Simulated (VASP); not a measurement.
# LiF (F-43m) in VASP: further runs

Runs on LiF. Level: r2SCAN. Tasks: single point.

Everything below comes from runs of VASP 6.6.1. Logs are shortened: lines on timing, memory, paths and dates and some standing lists are left out, and cuts for length are marked.

## 1. The cell of the first run

It takes space group F-43m (No. 216, cubic). The conventional cell has a = 4.289 Å, b = 4.289 Å, c = 4.289 Å, α = 90.00°, β = 90.00°, γ = 90.00°. Within 2.5 Å of Li (site symmetry -43m) lie 4 F at 1.86 Å. Within 2.5 Å of F (site symmetry -43m) lie 4 Li at 1.86 Å.

## 2. Single point, r2SCAN

The input, POSCAR:

```
LiF
1.0
    0.0000000000      2.1446105498      2.1446105498
    2.1446105498      0.0000000000      2.1446105498
    2.1446105498      2.1446105498      0.0000000000
Li F
1 1
Direct
    0.0000000000      0.0000000000      0.0000000000
    0.2500000000      0.2500000000      0.2500000000
```

The input, INCAR.step1:

```
SYSTEM = LiF
  PREC = Accurate
  ENCUT = 520
  ISMEAR = 1
  SIGMA = 0.2
  LREAL = .False.
  LASPH = .True.
  NELM = 60
  NBANDS = 12
  GGA = PE
  ALGO = Normal
  EDIFF = 1E-4
  LWAVE = .True.
  LCHARG = .False.
```

The input, INCAR.step2:

```
SYSTEM = LiF
  PREC = Accurate
  ENCUT = 520
  EDIFF = 1E-6
  ISMEAR = 1
  SIGMA = 0.2
  LREAL = .False.
  LASPH = .True.
  NELM = 60
  ALGO = Normal
  ISIF = 2
  LWAVE = .False.
  LCHARG = .False.
  METAGGA = R2SCAN
  LMIXTAU = .True.
  NBANDS = 12
  ISTART = 1
```

The input, KPOINTS:

```
Automatic mesh
0
Gamma
  8 8 8
  0 0 0
```

Potentials or basis: VASP PAW PBE potentials, release 64 (Li_sv, F).

Started as:

```console
$ cat potpaw_PBE.64/Li_sv/POTCAR potpaw_PBE.64/F/POTCAR > POTCAR
$ cp INCAR.step1 INCAR
$ mpirun -np 1 vasp_std > vasp.out
$ cp INCAR.step2 INCAR
$ mpirun -np 1 vasp_std > vasp.out
```

OUTCAR:

```text
SYSTEM = LiF
   PREC = Accurate
   ENCUT = 520
   EDIFF = 1E-6
   ISMEAR = 1
   LREAL = .False.
   LASPH = .True.
   NELM = 60
   ISIF = 2
   METAGGA = R2SCAN
   ISTART = 1

 ion  position               nearest neighbor table
   1  0.000  0.000  0.000-   2 1.86   2 1.86   2 1.86   2 1.86
   2  0.250  0.250  0.250-   1 1.86   1 1.86   1 1.86   1 1.86

  LATTYP: Found a face centered cubic cell.
 ALAT       =     4.2892210996

  Lattice vectors:

 A1 = (   0.0000000000,   2.1446105498,   2.1446105498)
 A2 = (   2.1446105498,   0.0000000000,   2.1446105498)
 A3 = (   2.1446105498,   2.1446105498,   0.0000000000)

Analysis of symmetry for initial positions (statically):
=====================================================================
 Subroutine PRICEL returns:
 Original cell was already a primitive cell.

 Routine SETGRP: Setting up the symmetry group for a
 face centered cubic supercell.

 Subroutine GETGRP returns: Found 24 space group operations
 (whereof 24 operations were pure point group operations)
 out of a pool of 48 trial point group operations.

The static configuration has the point symmetry T_d .

Analysis of symmetry for dynamics (positions and initial velocities):
=====================================================================
 Subroutine PRICEL returns:
 Original cell was already a primitive cell.

 Routine SETGRP: Setting up the symmetry group for a
 face centered cubic supercell.

 Subroutine GETGRP returns: Found 24 space group operations
 (whereof 24 operations were pure point group operations)
 out of a pool of 48 trial point group operations.

The dynamic configuration has the point symmetry T_d .

 Subroutine INISYM returns: Found 24 space group operations
 (whereof 24 operations are pure point group operations),
 and found     1 'primitive' translations

----------------------------------------------------------------------------------------

                                     Primitive cell

  volume of cell :      19.7276

  direct lattice vectors                    reciprocal lattice vectors
     0.000000000  2.144610550  2.144610550    -0.233142563  0.233142563  0.233142563
     2.144610550  0.000000000  2.144610550     0.233142563 -0.233142563  0.233142563
     2.144610550  2.144610550  0.000000000     0.233142563  0.233142563 -0.233142563

  length of vectors
     3.032937326  3.032937326  3.032937326     0.403814764  0.403814764  0.403814764

  position of ions in fractional coordinates (direct lattice)
     0.000000000  0.000000000  0.000000000
     0.250000000  0.250000000  0.250000000

[... 86 lines left out ...]
   PSTRESS=    0.0 pullay stress
   NELECT =      10.0000    total number of electrons
   NUPDOWN=      -1.0000    fix difference up-down
   EMIN   =  10.00;   EMAX   =-10.00  energy-range for DOS
   EFERMI =   0.00;   METHOD = LEGACY
   ISMEAR =     1;   SIGMA  =   0.20  broadening in eV -4-tet -1-fermi 0-gaus
   EFERMI_NEDOS =   21; number of points for ismear=-14 and -15
   IALGO  =     38    algorithm
   IMIX   =      4    mixing-type and parameters
     AMIX     =   0.40;   BMIX     =  1.00
     AMIX_MAG =   1.60;   BMIX_MAG =  1.00
  volume/ion in A,a.u.               =       9.86        66.56
  Fermi-wavevector in a.u.,A,eV,Ry     =   1.305318  2.466694 23.182363  1.703856
  Thomas-Fermi vector in A             =   2.436195
   LORBIT       =      0    0 simple, 1 ext, 2 COOP (PROOUT), +10 PAW based schemes
   METAGGA = R2SCAN    functional components
   LHFCALC =     F    Hartree Fock is set to
   AEXX    =    0.0000 exact exchange contribution
   IVDW    =     0    specifies the selected vdW correction
   LEPSILON=     F    determine dielectric tensor
   LRPA    =     F    only Hartree local field effects (RPA)
 non-spin polarized calculation
 Methfessel and Paxton  Order N= 1 SIGMA  =   0.20
  energy-cutoff  :      520.00
  volume of cell :       19.73
 maximum number of plane-waves:       544
   NGX = 11   NGY = 11   NGZ = 11

 number of electron       9.9999987 magnetization

 Free energy of the ion-electron system (eV)
  ---------------------------------------------------
  ext. energy  EPLUGINS =         0.00000000
  ---------------------------------------------------
  free energy    TOTEN  =       -11.80307524 eV

  energy without entropy =      -11.81249763  energy(sigma->0) =      -11.80621604

 E-fermi :  -3.1276     XC(G=0):  -9.3900

 val. band max:       -3.1604279851   @ k =   0.0000   0.0000   0.0000
 cond. band min:       5.6006938250   @ k =   0.0000   0.0000   0.0000
 fundamental gap:      8.7611218101
 Fermi energy:        -3.1276203770

 k-point     1 :       0.0000    0.0000    0.0000
  band No.  band energies     occupation
      1     -44.6091      2.00000
      2     -23.6156      2.00000
      3      -3.1604      1.27366
      4      -3.1604      1.27366
      5      -3.1604      1.27354
      6       5.6007      0.00000
      7      17.9049      0.00000
      8      17.9049      0.00000
      9      17.9054      0.00000
     10      26.1257      0.00000
     11      26.1257      0.00000
     12      26.1257      0.00000
[... 331 lines left out ...]
 k-point    24 :      -0.3750    0.2500    0.1250
  band No.  band energies     occupation
      1     -44.5638      2.00000
      2     -23.4227      2.00000
      3      -4.9179      2.00000
      4      -3.7856      2.00003
      5      -3.6092      2.00346
      6       9.9783      0.00000
      7      12.4064      0.00000
      8      16.8749      0.00000
      9      18.0625      0.00000
     10      21.7446      0.00000
     11      25.8251      0.00000
     12      29.3198      0.00000

 [... further k-points ...]

------------------------ aborting loop because EDIFF is reached ----------------------------------------

  FORCE on cell =-STRESS in cart. coord.  units (eV):
  Direction    XX          YY          ZZ          XY          YZ          ZX
  --------------------------------------------------------------------------------------
  -------------------------------------------------------------------------------------
  Total       -0.0467094     -0.0467094     -0.0467094      0.0000000      0.0000000     -0.0000000
  in kB       -3.7934934     -3.7934934     -3.7934934      0.0000000      0.0000000     -0.0000000
  external PRESSURE =      -3.7934934 kB  Pullay stress =       0.0000000 kB

 VOLUME and BASIS-vectors are now :
 -----------------------------------------------------------------------------
  energy-cutoff  :      520.00
  volume of cell :       19.73
      direct lattice vectors                 reciprocal lattice vectors
     0.000000000  2.144610550  2.144610550    -0.233142563  0.233142563  0.233142563
     2.144610550  0.000000000  2.144610550     0.233142563 -0.233142563  0.233142563
     2.144610550  2.144610550  0.000000000     0.233142563  0.233142563 -0.233142563

 POSITION                                       TOTAL-FORCE (eV/Angst)
 -----------------------------------------------------------------------------------
      0.00000      0.00000      0.00000         0.000000      0.000000      0.000000
      1.07231      1.07231      1.07231        -0.000000     -0.000000     -0.000000
 -----------------------------------------------------------------------------------
    total drift:                               -0.000000     -0.000000     -0.000000

  FREE ENERGIE OF THE ION-ELECTRON SYSTEM (eV)
  ---------------------------------------------------
  free  energy   TOTEN  =       -11.8030752405 eV

  energy  without entropy=      -11.8124976267  energy(sigma->0) =      -11.80621604
```

OUTCAR.step1:

```text
SYSTEM = LiF
   PREC = Accurate
   ENCUT = 520
   ISMEAR = 1
   LREAL = .False.
   LASPH = .True.
[... 583 lines left out ...]
      0.00000      0.00000      0.00000        -0.000000     -0.000000     -0.000000
      1.07231      1.07231      1.07231         0.000000      0.000000      0.000000
 -----------------------------------------------------------------------------------
    total drift:                               -0.000001     -0.000001     -0.000001

  FREE ENERGIE OF THE ION-ELECTRON SYSTEM (eV)
  ---------------------------------------------------
  free  energy   TOTEN  =        -9.6146360743 eV

  energy  without entropy=       -9.6237799567  energy(sigma->0) =       -9.61768404
```

It took 20 s on 1 thread of Intel Xeon Platinum 8488C (Sapphire Rapids), shared host; peak memory 0.13 GiB.

What came out:

| Property | Result |
| --- | --- |
| Free energy | -11.8031 eV |
| Band gap on the k mesh | 8.76 eV, direct |

Caveat: the cutoff is under 1.25 times the usual one of these potentials, so pressure, stress and relaxed cells hold a basis-set (Pulay) error; the PAW data sets were made with another functional, which shifts forces and pressure a little.

## 3. Single point, r2SCAN

POSCAR is that of step 2.

The input, INCAR.step1:

```
  PREC = Accurate
  ENCUT = 520
  ISMEAR = 0
  SIGMA = 0.01
  LREAL = F
  LASPH = T
  NELM = 80
  NBANDS = 12
  GGA = PE
  ALGO = Normal
  EDIFF = 1E-4
  LWAVE = T
  LCHARG = F
```

The input, INCAR.step2:

```
  PREC = Accurate
  ENCUT = 520
  EDIFF = 1E-7
  ISMEAR = 0
  SIGMA = 0.01
  LREAL = F
  LASPH = T
  NELM = 80
  ALGO = Normal
  ISIF = 2
  LWAVE = F
  LCHARG = T
  METAGGA = R2SCAN
  LMIXTAU = T
  LELF = T
  LVHAR = T
  NBANDS = 12
  ISTART = 1
```

The input, KPOINTS:

```
regular mesh
0
Gamma
  8 8 8
```

Potentials or basis: VASP PAW PBE potentials, release 64 (Li_sv, F).

Started as:

```console
$ cat potpaw_PBE.64/Li_sv/POTCAR potpaw_PBE.64/F/POTCAR > POTCAR
$ cp INCAR.step1 INCAR
$ mpirun -np 1 vasp_std > vasp.out
$ cp INCAR.step2 INCAR
$ mpirun -np 1 vasp_std > vasp.out
```

Run time: 24 s. Hardware: 1 thread of Intel Xeon Platinum 8488C (Sapphire Rapids), shared host; peak memory 0.14 GiB.

Results (log left out):

- Free energy: -11.8062 eV
- Band gap on the k mesh: 8.76 eV, direct

Levels at points of the mesh, in eV from the valence-band top:
```tsv
k point	band 1	band 2	band 3	band 4	band 5	band 6	band 7	band 8	band 9	band 10
(0.00, 0.00, 0.00)	-41.45	-20.46	0.00	0.00	0.00	8.76	21.06	21.06	21.06	29.28
(0.50, 0.00, 0.00)	-41.41	-20.29	-1.97	-0.26	-0.26	12.86	16.05	20.49	20.49	27.72
(0.50, 0.50, 0.00)	-41.40	-20.24	-1.38	-0.80	-0.80	11.36	17.00	20.99	20.99	23.48
```

Caveat: the cutoff is under 1.25 times the usual one of these potentials, so pressure, stress and relaxed cells hold a basis-set (Pulay) error; the PAW data sets were made with another functional, which shifts forces and pressure a little. A k mesh can miss the band edges.

## 4. Single point, r2SCAN

POSCAR is that of step 3.

The input, INCAR.step1:

```
SYSTEM = LiF
  PREC = Accurate
  ENCUT = 520
  ISMEAR = 0
  SIGMA = 0.01
  LREAL = .False.
  LASPH = .True.
  NELM = 80
  NBANDS = 12
  ISYM = 0
  GGA = PE
  ALGO = Normal
  EDIFF = 1E-4
  LWAVE = .True.
  LCHARG = .False.
```

The input, INCAR.step2:

```
SYSTEM = LiF
  PREC = Accurate
  ENCUT = 520
  EDIFF = 1E-7
  ISMEAR = 0
  SIGMA = 0.01
  LREAL = .False.
  LASPH = .True.
  NELM = 80
  ALGO = Normal
  ISIF = 2
  LWAVE = .False.
  LCHARG = .True.
  METAGGA = R2SCAN
  LMIXTAU = .True.
  LELF = .True.
  LVHAR = .True.
  NBANDS = 12
  ISYM = 0
  ISTART = 1
```

The input, KPOINTS:

```
Automatic mesh
0
Gamma
  8 8 8
  0.5 0.5 0.5
```

Potentials or basis: VASP PAW PBE potentials, release 64 (Li_sv, F).

Started as:

```console
$ cat potpaw_PBE.64/Li_sv/POTCAR potpaw_PBE.64/F/POTCAR > POTCAR
$ cp INCAR.step1 INCAR
$ mpirun -np 1 vasp_std > vasp.out
$ cp INCAR.step2 INCAR
$ mpirun -np 1 vasp_std > vasp.out
```

OUTCAR:

```text
SYSTEM = LiF
   PREC = Accurate
   ENCUT = 520
   EDIFF = 1E-7
   ISMEAR = 0
   LREAL = .False.
   LASPH = .True.
   NELM = 80
   ISIF = 2
   METAGGA = R2SCAN
   ISYM = 0
   ISTART = 1

 ion  position               nearest neighbor table
   1  0.000  0.000  0.000-   2 1.86   2 1.86   2 1.86   2 1.86
   2  0.250  0.250  0.250-   1 1.86   1 1.86   1 1.86   1 1.86

IMPORTANT INFORMATION: All symmetrisations will be switched off!
NOSYMM: (Re-)initialisation of all symmetry stuff for point group C_1.

----------------------------------------------------------------------------------------

                                     Primitive cell

  volume of cell :      19.7276

  direct lattice vectors                    reciprocal lattice vectors
     0.000000000  2.144610550  2.144610550    -0.233142563  0.233142563  0.233142563
     2.144610550  0.000000000  2.144610550     0.233142563 -0.233142563  0.233142563
     2.144610550  2.144610550  0.000000000     0.233142563  0.233142563 -0.233142563

  length of vectors
     3.032937326  3.032937326  3.032937326     0.403814764  0.403814764  0.403814764

  position of ions in fractional coordinates (direct lattice)
     0.000000000  0.000000000  0.000000000
[... 134 lines left out ...]
  band No.  band energies     occupation
      1     -44.6087      2.00000
      2     -23.6070      2.00000
      3      -3.2447      2.00000
      4      -3.1682      2.00000
      5      -3.1682      2.00000
      6       5.7131      0.00000
      7      17.8027      0.00000
      8      17.9305      0.00000
      9      17.9305      0.00000
     10      25.3040      0.00000
     11      25.4430      0.00000
     12      25.4430      0.00000
[... 331 lines left out ...]
 k-point    24 :       0.2500    0.0000   -0.0625
  band No.  band energies     occupation
      1     -44.5873      2.00000
      2     -23.5171      2.00000
      3      -4.3380      2.00000
      4      -3.3894      2.00000
      5      -3.2778      2.00000
      6       7.4885      0.00000
      7      15.5444      0.00000
      8      17.6333      0.00000
      9      18.0933      0.00000
     10      23.0541      0.00000
     11      23.6001      0.00000
     12      26.0515      0.00000

 [... further k-points ...]
[... 5 lines left out ...]
  --------------------------------------------------------------------------------------
  -------------------------------------------------------------------------------------
  Total       -0.0360795     -0.0360795     -0.0360795      0.0000171      0.0000171      0.0000171
  in kB       -2.9301921     -2.9301923     -2.9301924      0.0013906      0.0013912      0.0013914
  external PRESSURE =      -2.9301923 kB  Pullay stress =       0.0000000 kB

 VOLUME and BASIS-vectors are now :
 -----------------------------------------------------------------------------
  energy-cutoff  :      520.00
  volume of cell :       19.73
      direct lattice vectors                 reciprocal lattice vectors
     0.000000000  2.144610550  2.144610550    -0.233142563  0.233142563  0.233142563
     2.144610550  0.000000000  2.144610550     0.233142563 -0.233142563  0.233142563
     2.144610550  2.144610550  0.000000000     0.233142563  0.233142563 -0.233142563

 POSITION                                       TOTAL-FORCE (eV/Angst)
 -----------------------------------------------------------------------------------
      0.00000      0.00000      0.00000        -0.000190     -0.000190     -0.000190
      1.07231      1.07231      1.07231         0.000190      0.000190      0.000190
 -----------------------------------------------------------------------------------
    total drift:                                0.000091      0.000091      0.000091

  FREE ENERGIE OF THE ION-ELECTRON SYSTEM (eV)
  ---------------------------------------------------
  free  energy   TOTEN  =       -11.8061298525 eV

  energy  without entropy=      -11.8061298525  energy(sigma->0) =      -11.80612985
```

It took 9.1 min on 1 thread of Intel Xeon Platinum 8488C (Sapphire Rapids), shared host; peak memory 0.31 GiB.

What came out:

```yaml
Free_energy: -11.8061 eV
Band_gap_on_the_k_mesh: 8.88 eV, direct
```

Caveat: the cutoff is under 1.25 times the usual one of these potentials, so pressure, stress and relaxed cells hold a basis-set (Pulay) error; the PAW data sets were made with another functional, which shifts forces and pressure a little.

## 5. Overview

```csv
k mesh,smearing,gap on the mesh (eV)
8 × 8 × 8,methfessel-paxton 0.2 eV,8.76
8 × 8 × 8,gaussian 0.01 eV,8.76
"8 × 8 × 8, shifted",gaussian 0.01 eV,8.88
```

Alike in all rows: task single point; level r2SCAN; potentials or basis VASP PAW PBE potentials, release 64 (Li_sv, F); no spin polarisation; cell as given; cutoff (eV) 520.

On the cell as given the gap runs from 8.76 eV (r2SCAN) to 8.88 eV (r2SCAN).

Caveats: the cutoff is under 1.25 times the usual one of these potentials, so pressure, stress and relaxed cells hold a basis-set (Pulay) error; the PAW data sets were made with another functional, which shifts forces and pressure a little.

Absolute energies hang on the potentials; compare differences alone.
